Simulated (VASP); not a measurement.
# Al9O in VASP: notebook

Runs on Al9O. Level: PBE. Tasks: relaxation of the atoms, single point.

Program: VASP 6.6.1. These are calculated values, not measurements. Logs are shortened: lines on timing, memory, paths and dates and some standing lists are left out, and cuts for length are marked.

### Step 1. The cell of the first run

The cell holds a slab with vacuum, 10 atoms: a = 2.854 Å, b = 9.806 Å, c = 20.290 Å, α = 90.00°, β = 90.00°, γ = 98.37°.

### Step 2. Relaxation of the atoms, PBE

INCAR

```
ALGO = Normal
DIPOL = 0.5 0.5 0.330
EDIFF = 1E-7
EDIFFG = -0.025
ENCUT = 520
GGA = PE
GGA_COMPAT = False
IBRION = 2
IDIPOL = 3
ISIF = 2
ISMEAR = 0
LASPH = True
LCHARG = False
LDIPOL = True
LREAL = False
LWAVE = False
NELM = 120
NELMDL = -8
NELMIN = 4
NSW = 36
PREC = Accurate
SIGMA = 0.1
```

KPOINTS

```
k-points
0
Gamma
  9 3 1
```

POSCAR

```
Al9O
1.0
    2.8535431553      0.0000000000      0.0000000000
   -1.4267715776      9.7014842380      0.0000000000
    0.0000000000      0.0000000000     20.2903703519
Al O
9 1
Selective dynamics
Direct
    0.5324432082      0.0648864163      0.1971378506  F F F
    0.6709612116      0.3419224231      0.2462112388  F F F
    0.2986648122      0.5973296244      0.2560259164  F F F
    0.9263684129      0.8527368258      0.2658405940  F F F
    0.0639544186      0.1277109169      0.3154271774  F F F
    0.1995835202      0.4042231294      0.3707799915  F F F
    0.8288001075      0.6596656514      0.3785021758  F F F
    0.4526153831      0.9110819252      0.3874246337  F F F
    0.5924854486      0.1814072004      0.4332286794  F F F
    1.0924854486      0.9314072004      0.4503638025  F F T
```

Potentials or basis: VASP PAW PBE potentials, release 64 (Al, O).

Started as:

```console
> cat potpaw_PBE.64/Al/POTCAR potpaw_PBE.64/O/POTCAR > POTCAR
> mpirun -np 1 vasp_std > vasp.out
```

OUTCAR:

```text
EDIFF = 1E-7
   EDIFFG = -0.025
   ENCUT = 520
   GGA = PE
   IBRION = 2
   ISIF = 2
   ISMEAR = 0
   LASPH = True
   LREAL = False
   NELM = 120
   NELMDL = -8
   NELMIN = 4
   NSW = 36
   PREC = Accurate

 ion  position               nearest neighbor table
   1  0.532  0.065  0.197-   5 2.86   5 2.86   4 2.87   4 2.87   2 2.87
   2  0.671  0.342  0.246-   3 2.87   3 2.87   1 2.87   5 2.89   5 2.89   6 2.96   6 2.97
   3  0.299  0.597  0.256-   2 2.87   2 2.87   4 2.87   4 2.87   7 2.93   7 2.93   6 2.99
   4  0.926  0.853  0.266-   5 2.85   1 2.87   1 2.87   3 2.87   3 2.87   8 2.90   8 2.91   7 2.96

   5  0.064  0.128  0.315-   9 2.83   9 2.83   4 2.85   1 2.86   1 2.86   2 2.89   2 2.89   6 2.91
                             8 2.93   8 2.93
   6  0.200  0.404  0.371-   7 2.86   7 2.87   9 2.88   9 2.89   5 2.91   2 2.96   2 2.97   3 2.99

   7  0.829  0.660  0.379-   8 2.83   8 2.83   6 2.86   6 2.87   3 2.93   3 2.93   4 2.96
   8  0.453  0.911  0.387-  10 1.67  10 2.21   9 2.78   7 2.83   7 2.83   4 2.90   4 2.91   5 2.93
                             5 2.93
   9  0.592  0.181  0.433-   8 2.78   5 2.83   5 2.83   6 2.88   6 2.89
  10  0.092  0.931  0.450-   8 1.67   8 2.21

  LATTYP: Found a base centered orthorhombic cell.
 ALAT       =     2.8535431553
 B/A-ratio  =     6.7996057603
 C/A-ratio  =     7.1105882223

  Lattice vectors:

 A1 = (   1.4267715776,  -9.7014842380,   0.0000000000)
 A2 = (   1.4267715777,   9.7014842380,   0.0000000000)
 A3 = (   0.0000000000,   0.0000000000,  20.2903703519)

Analysis of symmetry for initial positions (statically):
=====================================================================
 Subroutine PRICEL returns:
 Original cell was already a primitive cell.

 Routine SETGRP: Setting up the symmetry group for a
 base centered orthorhombic supercell.

 Subroutine GETGRP returns: Found  1 space group operations
 (whereof  1 operations were pure point group operations)
 out of a pool of  8 trial point group operations.

The static configuration has the point symmetry C_1 .

Analysis of symmetry for dynamics (positions and initial velocities):
=====================================================================
 Subroutine PRICEL returns:
 Original cell was already a primitive cell.

 Routine SETGRP: Setting up the symmetry group for a
 base centered orthorhombic supercell.

 Subroutine GETGRP returns: Found  1 space group operations
 (whereof  1 operations were pure point group operations)
 out of a pool of  8 trial point group operations.

The dynamic configuration has the point symmetry C_1 .

Analysis of constrained symmetry for selective dynamics:
=====================================================================
 Subroutine PRICEL returns:
 Original cell was already a primitive cell.

 Routine SETGRP: Setting up the symmetry group for a
 base centered orthorhombic supercell.

 Subroutine GETGRP returns: Found  1 space group operations
 (whereof  1 operations were pure point group operations)
 out of a pool of  8 trial point group operations.

The constrained configuration has the point symmetry C_1 .

 Subroutine INISYM returns: Found  1 space group operations
 (whereof  1 operations are pure point group operations),
 and found     1 'primitive' translations

----------------------------------------------------------------------------------------

                                     Primitive cell

  volume of cell :     561.7106

  direct lattice vectors                    reciprocal lattice vectors
     2.853543155  0.000000000  0.000000000     0.350441520  0.051538506  0.000000000
    -1.426771578  9.701484238  0.000000000     0.000000000  0.103077011  0.000000000
[... 144 lines left out ...]
 non-spin polarized calculation
 Gauss-broadening in eV      SIGMA  =   0.10
  energy-cutoff  :      520.00
  volume of cell :      561.71
 maximum number of plane-waves:     15170
 NGX is ok and might be reduce to    24
   NGX = 11   NGY = 37   NGZ = 75

 dipolmoment           0.000000      0.000000     -0.014057 electrons x Angstroem

--------------------------------------- Ionic step        1  -------------------------------------------

 number of electron      32.9999999 magnetization

 Free energy of the ion-electron system (eV)
  ---------------------------------------------------
  ext. energy  EPLUGINS =         0.00000000
  ---------------------------------------------------
  free energy    TOTEN  =       -38.06800620 eV

  energy without entropy =      -38.05740895  energy(sigma->0) =      -38.06270757

------------------------ aborting loop because EDIFF is reached ----------------------------------------

  FORCE on cell =-STRESS in cart. coord.  units (eV):
  Direction    XX          YY          ZZ          XY          YZ          ZX
  --------------------------------------------------------------------------------------
  -------------------------------------------------------------------------------------
  Total       -7.2578091     -4.4206728      1.2525980     -0.1197711      0.7696078     -2.9920565
  in kB      -20.7015812    -12.6091656      3.5728082     -0.3416254      2.1951663     -8.5342973
  external PRESSURE =      -9.9126462 kB  Pullay stress =       0.0000000 kB

 VOLUME and BASIS-vectors are now :
 -----------------------------------------------------------------------------
  energy-cutoff  :      520.00
  volume of cell :      561.71
      direct lattice vectors                 reciprocal lattice vectors
     2.853543155  0.000000000  0.000000000     0.350441520  0.051538506  0.000000000
    -1.426771578  9.701484238  0.000000000     0.000000000  0.103077011  0.000000000
     0.000000000  0.000000000 20.290370352     0.000000000  0.000000000  0.049284463

 POSITION                                       TOTAL-FORCE (eV/Angst)
 -----------------------------------------------------------------------------------
      1.42677      0.62949      4.00000        -0.004299      0.103870     -0.095416
      1.42677      3.31715      4.99572         0.025562      0.135489     -0.060353
      0.00000      5.79498      5.19486        -0.020604     -0.156661     -0.038407
      1.42677      8.27281      5.39400        -0.033862     -0.179203     -0.088347
      0.00028      1.23899      6.40013        -0.060221      0.009407     -0.077731
     -0.00721      3.92156      7.52326         0.015336      0.351267     -0.040306
      1.42382      6.39974      7.67995         0.009901     -0.378994     -0.080001
     -0.00835      8.83885      7.86099         2.610457     -0.428913      0.158435
      1.43186      1.75992      8.79037        -0.263357     -0.197104      0.393737
     -1.06499      9.03603      9.13805        -2.278913      0.740842     -0.071613
 -----------------------------------------------------------------------------------
    total drift:                               -0.000079     -0.000053     -0.000183

  FREE ENERGIE OF THE ION-ELECTRON SYSTEM (eV)
  ---------------------------------------------------
  free  energy   TOTEN  =       -38.0680061961 eV

  energy  without entropy=      -38.0574089454  energy(sigma->0) =      -38.06270757

--------------------------------------- Ionic step        2  -------------------------------------------

 number of electron      33.0000000 magnetization

 dipolmoment           0.000000      0.000000      0.121377 electrons x Angstroem

 Free energy of the ion-electron system (eV)
  ---------------------------------------------------
  ext. energy  EPLUGINS =         0.00000000
  ---------------------------------------------------
  free energy    TOTEN  =       -38.06813927 eV

  energy without entropy =      -38.05754556  energy(sigma->0) =      -38.06284242

 E-fermi :  -1.1329     XC(G=0):  -3.7739

 val. band max:       -1.2045147509   @ k =   0.4444   0.3333   0.0000
 cond. band min:      -1.1003545708   @ k =   0.3333   0.3333   0.0000
 fundamental gap:      0.1041601801
 Fermi energy:        -1.1329276117

 k-point     1 :       0.0000    0.0000    0.0000
  band No.  band energies     occupation
      1     -19.1943      2.00000
      2     -11.0740      2.00000
      3      -9.6685      2.00000
      4      -9.4590      2.00000
      5      -8.6278      2.00000
      6      -7.2140      2.00000
[... 339 lines left out ...]
     21       1.3797      0.00000
     22       1.5226      0.00000

------------------------ aborting loop because EDIFF is reached ----------------------------------------

 vacuum level on the upper side and lower side of the slab       (xc-potential included)         0.375        -0.398

  FORCE on cell =-STRESS in cart. coord.  units (eV):
  Direction    XX          YY          ZZ          XY          YZ          ZX
  --------------------------------------------------------------------------------------
  -------------------------------------------------------------------------------------
  Total       -7.2108716     -4.3957687      1.3389641     -0.1314201      0.7773721     -3.0499389
  in kB      -20.5677007    -12.5381313      3.8191517     -0.3748519      2.2173126     -8.6993964
  external PRESSURE =      -9.7622268 kB  Pullay stress =       0.0000000 kB

 VOLUME and BASIS-vectors are now :
 -----------------------------------------------------------------------------
  energy-cutoff  :      520.00
  volume of cell :      561.71
      direct lattice vectors                 reciprocal lattice vectors
     2.853543155  0.000000000  0.000000000     0.350441520  0.051538506  0.000000000
    -1.426771578  9.701484238  0.000000000     0.000000000  0.103077011  0.000000000
     0.000000000  0.000000000 20.290370352     0.000000000  0.000000000  0.049284463

 POSITION                                       TOTAL-FORCE (eV/Angst)
 -----------------------------------------------------------------------------------
      1.42677      0.62949      4.00000        -0.004404      0.104132     -0.095362
      1.42677      3.31715      4.99572         0.025532      0.135456     -0.060504
      0.00000      5.79498      5.19486        -0.020732     -0.156900     -0.038388
      1.42677      8.27281      5.39400        -0.034039     -0.179463     -0.088616
      0.00028      1.23899      6.40013        -0.060363      0.010242     -0.078738
     -0.00721      3.92156      7.52326         0.015401      0.351447     -0.040961
      1.42382      6.39974      7.67995         0.009929     -0.380382     -0.081430
     -0.00835      8.83885      7.86099         2.663624     -0.438565      0.097148
      1.43186      1.75992      8.79037        -0.263319     -0.191710      0.391517
     -1.06499      9.03603      9.13459        -2.331628      0.745743     -0.004665
 -----------------------------------------------------------------------------------
    total drift:                               -0.000039      0.000028      0.000492

  FREE ENERGIE OF THE ION-ELECTRON SYSTEM (eV)
  ---------------------------------------------------
  free  energy   TOTEN  =       -38.0681392663 eV

  energy  without entropy=      -38.0575455648  energy(sigma->0) =      -38.06284242

 reached required accuracy - stopping structural energy minimisation

 vacuum level on the upper side and lower side of the slab         3.889         3.096
```

It took 6.8 min on 1 thread of Intel Xeon Platinum 8488C (Sapphire Rapids), shared host; peak memory 0.74 GiB.

Results:

| Property | Result |
| --- | --- |
| Free energy | -38.0681 eV |
| Energy gained by relaxing | 0.0 meV/atom |
| Ionic steps | 2 |
| Band gap on the k mesh | zero (an odd number of electrons rules out a gap without spin polarisation) |

The path:
| step | energy change (eV) | largest force on free atoms (eV/Å) | pressure (GPa) |
| --- | --- | --- | --- |
| 1 | 0.0000 | 0.0716 | -0.99 |
| 2 | -0.0001 | 0.0047 | -0.98 |

Final structure:
```
Al O
1.0
     2.85354    0.00000    0.00000
    -1.42677    9.70148    0.00000
     0.00000    0.00000   20.29037
Al O
9 1
Direct
  0.53244 0.06489 0.19714
  0.67096 0.34192 0.24621
  0.29866 0.59733 0.25603
  0.92637 0.85274 0.26584
  0.06395 0.12771 0.31543
  0.19958 0.40422 0.37078
  0.82880 0.65967 0.37850
  0.45262 0.91108 0.38742
  0.59249 0.18141 0.43323
  0.09249 0.93141 0.45019
```

Levels at points of the mesh, in eV from the Fermi level:
```tsv
k point	band 14	band 15	band 16	band 17	band 18	band 19
(0.00, 0.00, 0.00)	-1.87	-1.60	-1.20	-0.26	0.34	1.62
```

### Step 3. Single point, PBE

INCAR

```
  PREC = Accurate
  ENCUT = 520
  EDIFF = 1E-6
  ISMEAR = 0
  SIGMA = 0.1
  LREAL = False
  LASPH = True
  NELM = 120
  ALGO = Normal
  ISIF = 2
  LWAVE = False
  LCHARG = False
  LDIPOL = True
  IDIPOL = 3
  DIPOL = 0.5 0.5 0.330
  GGA = PE
  NBANDS = 28
  GGA_COMPAT = False
  NELMDL = -8
```

KPOINTS

```
Automatic mesh
0
Gamma
  9 3 1
```

POSCAR

```
Al9O
1.0
    2.8535431553      0.0000000000      0.0000000000
   -1.4267715776      9.7014842380      0.0000000000
    0.0000000000      0.0000000000     20.2903703519
Al O
9 1
Direct
    0.5324432082      0.0648864163      0.1971378506
    0.6709612116      0.3419224231      0.2462112388
    0.2986648122      0.5973296244      0.2560259164
    0.9263684129      0.8527368258      0.2658405940
    0.0639544186      0.1277109169      0.3154271774
    0.1995835202      0.4042231294      0.3707799915
    0.8288001075      0.6596656514      0.3785021758
    0.4526153831      0.9110819252      0.3874246337
    0.5924854486      0.1814072004      0.4332286794
    0.5924854486      0.6814072004      0.4512860882
```

Potentials or basis: VASP PAW PBE potentials, release 64 (Al, O).

Started as:

```console
> cat potpaw_PBE.64/Al/POTCAR potpaw_PBE.64/O/POTCAR > POTCAR
> mpirun -np 1 vasp_std > vasp.out
```

Run time: 8.6 min. Hardware: 1 thread of Intel Xeon Platinum 8488C (Sapphire Rapids), shared host; peak memory 0.69 GiB.

The run converged. Its results:

```yaml
Free_energy: -37.2313 eV
Largest_force: 2.197 eV/Å
Band_gap_on_the_k_mesh: zero (an odd number of electrons rules out a gap without spin polarisation)
```

Forces in eV/Å, atoms in the order of the input:
```
Al  -0.024  0.100  0.021
Al   0.010  0.064 -0.095
Al  -0.043 -0.043  0.220
Al   0.016 -0.223 -0.053
Al  -0.029  0.170 -0.039
Al   0.026 -0.264 -0.109
Al   1.720 -0.617 -0.737
Al   0.286 -0.254  0.613
Al  -0.017  0.047  0.098
O   -1.946  1.018  0.080
```

Levels at points of the mesh, in eV from the Fermi level:
| k point | band 12 | band 13 | band 14 | band 15 | band 16 | band 17 | band 18 | band 19 | band 20 | band 21 |
| --- | --- | --- | --- | --- | --- | --- | --- | --- | --- | --- |
| (0.00, 0.00, 0.00) | -2.53 | -1.94 | -1.62 | -1.24 | -0.77 | -0.22 | 0.33 | 1.31 | 2.08 | 2.81 |

### Step 4. Single point, PBE

INCAR

```
PREC = Accurate ; ENCUT = 520
EDIFF = 1E-6 ; ISMEAR = 0
SIGMA = 0.1 ; LREAL = F
LASPH = T ; NELM = 120
ALGO = Normal ; ISIF = 2
LWAVE = F ; LCHARG = F
LDIPOL = T ; IDIPOL = 3
DIPOL = 0.5 0.5 0.330 ; GGA = PE
NBANDS = 28 ; GGA_COMPAT = F
NELMDL = -8
```

KPOINTS

```
regular mesh
0
Gamma
  9 3 1
```

POSCAR: that of step 3 with these lines changed.

```diff
@@ -17,2 +17,2 @@
     0.5924854486      0.1814072004      0.4332286794
-    0.5924854486      0.6814072004      0.4512860882
+    1.0924854486      0.6814072004      0.4508695354
```

Started as:

```console
> cat potpaw_PBE.64/Al/POTCAR potpaw_PBE.64/O/POTCAR > POTCAR
> mpirun -np 1 vasp_std > vasp.out
```

Wall time 8.5 min (1 thread of Intel Xeon Platinum 8488C (Sapphire Rapids), shared host); peak memory 0.68 GiB.

It converged, with:

* Free energy: -37.2651 eV
* Largest force: 2.273 eV/Å
* Band gap on the k mesh: zero (an odd number of electrons rules out a gap without spin polarisation)

Forces on the atoms (eV/Å):
```
Al   0.076  0.121  0.039
Al   0.009  0.061 -0.096
Al   0.037 -0.046  0.239
Al  -0.052 -0.230 -0.051
Al  -0.002  0.154 -0.054
Al  -0.010 -0.270 -0.115
Al  -1.790 -0.623 -0.760
Al  -0.281 -0.258  0.613
Al  -0.001  0.038  0.103
O    2.013  1.052  0.082
```

Levels at points of the mesh, in eV from the Fermi level:
```csv
k point,band 12,band 13,band 14,band 15,band 16,band 17,band 18,band 19,band 20,band 21
"(0.00, 0.00, 0.00)",-2.55,-1.94,-1.62,-1.25,-0.82,-0.22,0.34,1.31,2.08,2.81
```

[end of part 1 of 2]

The gap in the log of VASP goes by the Fermi energy; the results here count the filled bands.